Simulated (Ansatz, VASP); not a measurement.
## SiO2 in VASP and in Ansatz

Contents of POSCAR:

```
SiO2
1.0
    4.2021350000      0.0000000000      0.0000000000
    0.0000000000      4.2021350000      0.0000000000
    0.0000000000      0.0000000000      2.6796529200
Si O
2 4
Direct
    0.0000000000      0.0000000000      0.0000000000
    0.5000000000      0.5000000000      0.5000000000
    0.3062000000      0.3062000000      0.0000000000
    0.1938000000      0.8062000000      0.5000000000
    0.6938000000      0.6938000000      0.0000000000
    0.8062000000      0.1938000000      0.5000000000
```

INCAR.step1

```
SYSTEM = SiO2
PREC = Accurate ; ENCUT = 520
ISMEAR = -1 ; SIGMA = 0.1
LREAL = .False. ; LASPH = .True.
NELM = 100 ; NBANDS = 25
GGA = PE ; ALGO = Normal
EDIFF = 1E-4 ; LWAVE = .True.
LCHARG = .False.
```

The input INCAR.step2:

```
SYSTEM = SiO2
PREC = Accurate ; ENCUT = 520
EDIFF = 1E-6 ; ISMEAR = -1
SIGMA = 0.1 ; LREAL = .False.
LASPH = .True. ; NELM = 100
ALGO = Normal ; ISIF = 2
LWAVE = .False. ; LCHARG = .True.
METAGGA = R2SCAN ; LMIXTAU = .True.
LELF = .True. ; LVHAR = .True.
NBANDS = 25 ; ISTART = 1
```

The input KPOINTS:

```
regular mesh
0
Gamma
  6 6 9
  0 0 0
```

Input for Ansatz:

```yaml
crystal:
  lattice:
    - [4.202135, 0.0, 0.0]
    - [0.0, 4.202135, 0.0]
    - [0.0, 0.0, 2.67965292]
  atoms:
    - { symbol: Si, position: [0.0, 0.0, 0.0] }
    - { symbol: Si, position: [0.5, 0.5, 0.5] }
    - { symbol: O, position: [0.3062, 0.3062, 0.0] }
    - { symbol: O, position: [0.1938, 0.8062, 0.5] }
    - { symbol: O, position: [0.6938, 0.6938, 0.0] }
    - { symbol: O, position: [0.8062, 0.1938, 0.5] }
  symmetry: { tolerance: 0.0003 }
kpoints:
  mp_grid: { grid: [6, 6, 9], shift: [0, 0, 0] }
  band_path:
    path:
      - [0.0, 0.0, 0.0]
      - [0.0, 0.5, 0.0]
      - [0.5, 0.5, 0.0]
      - [0.0, 0.0, 0.0]
      - [0.0, 0.0, 0.5]
      - [0.0, 0.5, 0.5]
      - [0.5, 0.5, 0.5]
      - [0.0, 0.0, 0.5]
      - [0.0, 0.5, 0.0]
      - [0.0, 0.5, 0.5]
      - [0.5, 0.5, 0.0]
    npoints: 6
magnetization:
  spin_polarized: false
scf:
  occupations: { method: fermi_dirac }
  lower_state_search: "off"
  max_iter: 200
hamiltonian:
  pseudopotentials: { kind: paw }
  xc: r2scan
basis:
  ecutwfc: 500
  fft_grid_basis: typed
output:
  forces: true
  stress: true
  eigenvalues: true
  bader: true
  populations: true
  elf: true
  write_potential: true
  volumetric_format: npy
  dos:
    e_range: [-12, 8]
    de: 0.05
    projected: { site_lists: { O: [O], Si: [Si] } }
checkpoint:
  read: saved_state
```

Alike in both runs: task single point; functional r2SCAN; k mesh 6 × 6 × 9; no spin polarisation.

|  | VASP | Ansatz |
| --- | --- | --- |
| version | VASP 6.6.1 | Ansatz 0.2.0 |
| potentials or method | VASP PAW PBE potentials, release 64 (Si, O), cutoff 520 eV | PAW plane waves |
| occupations | fermi-dirac, width 0.1 eV | fermi-dirac |
| valence electrons in the cell | 32 | 32 |

|  | VASP | Ansatz | Ansatz less VASP |
| --- | --- | --- | --- |
| gap on the k mesh at the Fermi level (eV) | 6.29 | 6.29 | +0.004 |
| pressure (GPa) | -3.6 | -3.9 | -0.37 |
| traceless stress, the component that is largest in VASP (GPa) | -0.05 | -0.63 | -0.583 |
| rms of the force components (eV/Å) | 0.021 | 0.030 | +0.0098 |

VASP's potentials were made for PBE, not for r2SCAN. Atom by atom the forces differ by 0.010 eV/Å (rms over components).
